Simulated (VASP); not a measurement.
# Bi (I4/mmm) in VASP: notebook

Bi is run at these levels: LDA; tasks: single point.

Everything below comes from runs of VASP 6.6.1. Logs are shortened: lines on timing, memory, paths and dates and some standing lists are left out, and cuts for length are marked.

## (1) The cell of the first run

The structure is tetragonal, space group I4/mmm (No. 139). The conventional cell has a = 8.450 Å, b = 8.450 Å, c = 2.912 Å, α = 90.00°, β = 90.00°, γ = 90.00°. Bi (site symmetry 4/mmm) has 2 Bi at 2.91 Å within 3.8 Å.

## (2) Single point, LDA

File INCAR:

```
  PREC = Accurate
  ENCUT = 520
  EDIFF = 1E-6
  ISMEAR = 1
  SIGMA = 0.1
  LREAL = F
  LASPH = T
  NELM = 60
  ALGO = Normal
  ISIF = 2
  LWAVE = F
  LCHARG = F
  NBANDS = 14
```

File KPOINTS:

```
Automatic mesh
0
Gamma
  6 6 6
```

File POSCAR:

```
Bi
1.0
   -4.2249691644      4.2249691644      1.4562018542
    4.2249691644     -4.2249691644      1.4562018542
    4.2249691644      4.2249691644     -1.4562018542
Bi
1
Direct
    0.0000000000      0.0000000000      0.0000000000
```

Potentials or basis: VASP PAW LDA potentials, release 64 (Bi_d).

Command:

```sh
$ cat potpaw_LDA.64/Bi_d/POTCAR > POTCAR
$ mpirun -np 1 vasp_std > vasp.out
```

OUTCAR:

```text
PREC = Accurate
   ENCUT = 520
   EDIFF = 1E-6
   ISMEAR = 1
   LREAL = F
   LASPH = T
   NELM = 60
   ISIF = 2

 ion  position               nearest neighbor table
   1  0.000  0.000  0.000-

  LATTYP: Found a body centered tetragonal cell.
 ALAT       =     8.4499383288
 C/A-ratio  =     0.3446656763

  Lattice vectors:

 A1 = (  -4.2249691644,   4.2249691644,   1.4562018542)
 A2 = (   4.2249691644,  -4.2249691644,   1.4562018542)
 A3 = (   4.2249691644,   4.2249691644,  -1.4562018542)

Analysis of symmetry for initial positions (statically):
=====================================================================
 Subroutine PRICEL returns:
 Original cell was already a primitive cell.

 Routine SETGRP: Setting up the symmetry group for a
 body centered tetragonal supercell.

 Subroutine GETGRP returns: Found 16 space group operations
 (whereof 16 operations were pure point group operations)
 out of a pool of 16 trial point group operations.

The static configuration has the point symmetry D_4h.

Analysis of symmetry for dynamics (positions and initial velocities):
=====================================================================
 Subroutine PRICEL returns:
 Original cell was already a primitive cell.

 Routine SETGRP: Setting up the symmetry group for a
 body centered tetragonal supercell.

 Subroutine GETGRP returns: Found 16 space group operations
 (whereof 16 operations were pure point group operations)
 out of a pool of 16 trial point group operations.

The dynamic configuration has the point symmetry D_4h.

 Subroutine INISYM returns: Found 16 space group operations
 (whereof 16 operations are pure point group operations),
 and found     1 'primitive' translations

----------------------------------------------------------------------------------------

                                     Primitive cell

  volume of cell :     103.9749

  direct lattice vectors                    reciprocal lattice vectors
    -4.224969164  4.224969164  1.456201854     0.000000000  0.118344059  0.343358991
     4.224969164 -4.224969164  1.456201854     0.118344059  0.000000000  0.343358991
     4.224969164  4.224969164 -1.456201854     0.118344059  0.118344059  0.000000000

  length of vectors
     6.149898594  6.149898594  6.149898594     0.363181378  0.363181378  0.167363773

  position of ions in fractional coordinates (direct lattice)
     0.000000000  0.000000000  0.000000000

  ion indices of the primitive-cell ions
   primitive index   ion index
                 1           1

----------------------------------------------------------------------------------------

 KPOINTS: Automatic mesh

Automatic generation of k-mesh.
 Grid dimensions read from file:
 generate k-points for:    6    6    6

 Generating k-lattice:

  Cartesian coordinates                     Fractional coordinates (reciprocal lattice)
     0.000000000  0.019724010  0.057226499     0.166666667  0.000000000 -0.000000000
     0.019724010  0.000000000  0.057226499     0.000000000  0.166666667 -0.000000000
     0.019724010  0.019724010  0.000000000     0.000000000  0.000000000  0.166666667

  Length of vectors
     0.060530230  0.060530230  0.027893962

  Shift w.r.t. Gamma in fractional coordinates (k-lattice)
     0.000000000  0.000000000  0.000000000

 Subroutine IBZKPT returns following result:
 ===========================================

 Found     30 irreducible k-points:

 Following reciprocal coordinates:
            Coordinates               Weight
  0.000000  0.000000  0.000000      1.000000
  0.166667  0.000000 -0.000000      8.000000
  0.333333  0.000000 -0.000000      8.000000
  0.500000  0.000000 -0.000000      4.000000
  0.166667  0.166667  0.000000      8.000000
  0.333333  0.166667 -0.000000     16.000000
[... 16 lines left out ...]
 -0.333333 -0.333333  0.166667      8.000000
 -0.166667 -0.333333  0.166667      8.000000
 [... further k-points ...]
   k-points           NKPTS =     30   k-points in BZ     NKDIM =     30   number of bands    NBANDS=     14
   number of dos      NEDOS =    301   number of ions     NIONS =      1
   total plane-waves  NPLWV = 110592
   dimension x,y,z NGX =    48 NGY =   48 NGZ =   48
   dimension x,y,z NGXF=    96 NGYF=   96 NGZF=   96
   ions per type =               1
   NGX,Y,Z   is equivalent  to a cutoff of  12.98, 12.98, 12.98 a.u.
   NGXF,Y,Z  is equivalent  to a cutoff of  25.95, 25.95, 25.95 a.u.
 SYSTEM =  unknown system
   PREC   = accura    normal or accurate (medium, high low for compatibility)
   ISTART =      0    job   : 0-new  1-cont  2-samecut
   ICHARG =      2    charge: 1-file 2-atom 10-const
   ISPIN  =      1    spin polarized calculation?
   LNONCOLLINEAR =      F non collinear calculations
   LSORBIT =      F    spin-orbit coupling
   LASPH  =      T    aspherical Exc in radial PAW
   ENCUT  =  520.0 eV  38.22 Ry    6.18 a.u.  11.43 11.43 11.43*2*pi/ulx,y,z
   NELM   =     60;   NELMIN=  2; NELMDL= -5     # of ELM steps
   EDIFF  = 0.1E-05   stopping-criterion for ELM
   LREAL  =      F    real-space projection
   EDIFFG = 0.1E-04   stopping-criterion for IOM
   NSW    =      0    number of steps for IOM
   IBRION =     -1    ionic relax: 0-MD 1-quasi-New 2-CG
   NFREE  =      0    steps in history (QN), initial steepest desc. (CG)
   ISIF   =      2    stress and relaxation
   ISYM   =      2    0-nonsym 1-usesym 2-fastsym
   POTIM  = 0.5000    time-step for ionic-motion
   TEBEG  =    0.0;   TEEND  =   0.0 temperature during run
   PSTRESS=    0.0 pullay stress
   NELECT =      15.0000    total number of electrons
   NUPDOWN=      -1.0000    fix difference up-down
   EMIN   =  10.00;   EMAX   =-10.00  energy-range for DOS
   EFERMI =   0.00;   METHOD = LEGACY
   ISMEAR =     1;   SIGMA  =   0.10  broadening in eV -4-tet -1-fermi 0-gaus
   EFERMI_NEDOS =   21; number of points for ismear=-14 and -15
   IALGO  =     38    algorithm
   IMIX   =      4    mixing-type and parameters
     AMIX     =   0.40;   BMIX     =  1.00
     AMIX_MAG =   1.60;   BMIX_MAG =  1.00
  volume/ion in A,a.u.               =     103.97       701.66
  Fermi-wavevector in a.u.,A,eV,Ry     =   0.858610  1.622537 10.030355  0.737210
  Thomas-Fermi vector in A             =   1.975840
   LORBIT       =      0    0 simple, 1 ext, 2 COOP (PROOUT), +10 PAW based schemes
   GGA     = CA    functional components
   LHFCALC =     F    Hartree Fock is set to
   AEXX    =    0.0000 exact exchange contribution
   IVDW    =     0    specifies the selected vdW correction
   LEPSILON=     F    determine dielectric tensor
   LRPA    =     F    only Hartree local field effects (RPA)
 non-spin polarized calculation
 Methfessel and Paxton  Order N= 1 SIGMA  =   0.10
  energy-cutoff  :      520.00
  volume of cell :      103.97
 maximum number of plane-waves:      2824
 NGX is ok and might be reduce to    48
   NGX = 23   NGY = 23   NGZ = 23

 number of electron      15.0000001 magnetization

 Free energy of the ion-electron system (eV)
  ---------------------------------------------------
  ext. energy  EPLUGINS =         0.00000000
  ---------------------------------------------------
  free energy    TOTEN  =        -3.14860181 eV

  energy without entropy =       -3.15204463  energy(sigma->0) =       -3.14974941

 E-fermi :  -1.7352     XC(G=0):  -5.1850

 val. band max:       -1.8003230562   @ k =  -0.1667  -0.1667   0.1667
 cond. band min:      -0.8187564408   @ k =   0.3333   0.3333   0.1667
 fundamental gap:      0.9815666155
 Fermi energy:        -1.7351571965

 k-point     1 :       0.0000    0.0000    0.0000
  band No.  band energies     occupation
      1     -23.8390      2.00000
      2     -23.5559      2.00000
      3     -23.5558      2.00000
      4     -23.2997      2.00000
      5     -23.2997      2.00000
      6     -12.6387      2.00000
      7      -2.3871      2.00000
      8      -2.3871      2.00000
      9       1.4849      0.00000
     10       3.3328      0.00000
     11       6.1133      0.00000
     12       6.6427      0.00000
     13       6.6427      0.00000
     14       7.2843      0.00000

 k-point     2 :       0.1667    0.0000   -0.0000
  band No.  band energies     occupation
      1     -23.6531      2.00000
      2     -23.5486      2.00000
      3     -23.5486      2.00000
      4     -23.3679      2.00000
      5     -23.3679      2.00000
      6     -12.1475      2.00000
      7      -1.8793      2.06036
      8      -1.8714      2.06608
      9       2.0639      0.00000
     10       3.2757      0.00000
     11       3.8942      0.00000
     12       5.9356      0.00000
     13       7.2086      0.00000
     14       7.2515      0.00000

 k-point     3 :       0.3333    0.0000   -0.0000
  band No.  band energies     occupation
      1     -23.5341      2.00000
      2     -23.5341      2.00000
      3     -23.5013      2.00000
      4     -23.5013      2.00000
      5     -23.2771      2.00000
      6     -10.6923      2.00000
      7      -1.8064      1.92814
      8      -0.5381     -0.00000
      9      -0.5199     -0.00000
     10       3.9111      0.00000
     11       5.4783      0.00000
     12       6.4326      0.00000
     13       7.1448      0.00000
     14       7.1786      0.00000

 k-point     4 :       0.5000    0.0000   -0.0000
  band No.  band energies     occupation
      1     -23.5667      2.00000
      2     -23.5667      2.00000
      3     -23.5268      2.00000
      4     -23.5268      2.00000
      5     -23.0875      2.00000
      6      -9.2808      2.00000
      7      -4.5149      2.00000
      8       0.5601      0.00000
      9       0.5719      0.00000
     10       4.7774      0.00000
     11       5.0227      0.00000
     12       6.7962      0.00000
     13       7.8012      0.00000
     14       8.1821      0.00000

 k-point     5 :       0.1667    0.1667    0.0000
  band No.  band energies     occupation
      1     -23.5341      2.00000
      2     -23.5341      2.00000
      3     -23.5013      2.00000
      4     -23.5013      2.00000
      5     -23.2771      2.00000
      6     -10.6944      2.00000
      7      -1.8033      1.90659
      8      -0.5405     -0.00000
      9      -0.4237     -0.00000
     10       3.6628      0.00000
     11       5.3417      0.00000
[... 276 lines left out ...]
 k-point    22 :      -0.1667    0.5000    0.1667
  band No.  band energies     occupation
      1     -23.5341      2.00000
      2     -23.5340      2.00000
      3     -23.5013      2.00000
      4     -23.5013      2.00000
      5     -23.2770      2.00000
      6     -10.6838      2.00000
      7      -1.8177      1.99233
      8      -0.6949     -0.00000
      9      -0.6796     -0.00000
     10       4.7431      0.00000
     11       5.6449      0.00000
     12       6.0696      0.00000
     13       7.4169      0.00000
     14       7.8127      0.00000

 k-point    23 :      -0.3333   -0.3333    0.1667
  band No.  band energies     occupation
      1     -23.5341      2.00000
      2     -23.5340      2.00000
      3     -23.5013      2.00000
      4     -23.5013      2.00000
      5     -23.2770      2.00000
      6     -10.6817      2.00000
      7      -1.8202      2.00366
      8      -0.7703     -0.00000
      9      -0.6719     -0.00000
     10       4.7198      0.00000
     11       5.7327      0.00000
     12       6.4209      0.00000
     13       7.4602      0.00000
     14       8.3840      0.00000

 k-point    24 :      -0.1667   -0.3333    0.1667
  band No.  band energies     occupation
      1     -23.5667      2.00000
      2     -23.5667      2.00000
      3     -23.5268      2.00000
      4     -23.5268      2.00000
      5     -23.0875      2.00000
      6      -9.2809      2.00000
      7      -4.5149      2.00000
      8       0.5669      0.00000
      9       0.5699      0.00000
     10       4.9936      0.00000
     11       5.0892      0.00000
     12       6.0692      0.00000
     13       7.0806      0.00000
     14       7.6806      0.00000

 [... further k-points ...]
[... 5 lines left out ...]
  --------------------------------------------------------------------------------------
  -------------------------------------------------------------------------------------
  Total       -0.0971349     -0.0971349     -0.1515213      0.0000000      0.0000000      0.0000000
  in kB       -1.4967772     -1.4967772     -2.3348315      0.0000000      0.0000000      0.0000000
  external PRESSURE =      -1.7761286 kB  Pullay stress =       0.0000000 kB

 VOLUME and BASIS-vectors are now :
 -----------------------------------------------------------------------------
  energy-cutoff  :      520.00
  volume of cell :      103.97
      direct lattice vectors                 reciprocal lattice vectors
    -4.224969164  4.224969164  1.456201854     0.000000000  0.118344059  0.343358991
     4.224969164 -4.224969164  1.456201854     0.118344059  0.000000000  0.343358991
     4.224969164  4.224969164 -1.456201854     0.118344059  0.118344059  0.000000000

 POSITION                                       TOTAL-FORCE (eV/Angst)
 -----------------------------------------------------------------------------------
      0.00000      0.00000      0.00000        -0.000000     -0.000000      0.000000
 -----------------------------------------------------------------------------------
    total drift:                               -0.000000      0.000000      0.000000

  FREE ENERGIE OF THE ION-ELECTRON SYSTEM (eV)
  ---------------------------------------------------
  free  energy   TOTEN  =        -3.1486018057 eV

  energy  without entropy=       -3.1520446268  energy(sigma->0) =       -3.14974941
```

Run time: 59 s. Hardware: 1 thread of Intel Xeon 6975P-C, shared host; peak memory 0.25 GiB.

What came out:

- Free energy: -3.1486 eV
- Pressure: -0.2 GPa

Levels at points of the mesh, in eV from the Fermi level:
```tsv
k point	band 6	band 7	band 8	band 9	band 10	band 11
(0.00, 0.00, 0.00)	-10.90	-0.65	-0.65	3.22	5.07	7.85
(0.50, 0.00, 0.00)	-7.55	-2.78	2.30	2.31	6.51	6.76
(0.50, 0.50, 0.00)	-10.89	-1.07	-0.61	4.30	5.51	6.32
(0.50, 0.50, 0.50)	-10.88	-1.00	-1.00	4.36	7.01	7.01
```

Caveat: the k points lie up to 0.38 Å⁻¹ apart; spin-orbit coupling is left out, which moves the levels of the heavy elements.

[end of part 1 of 2]
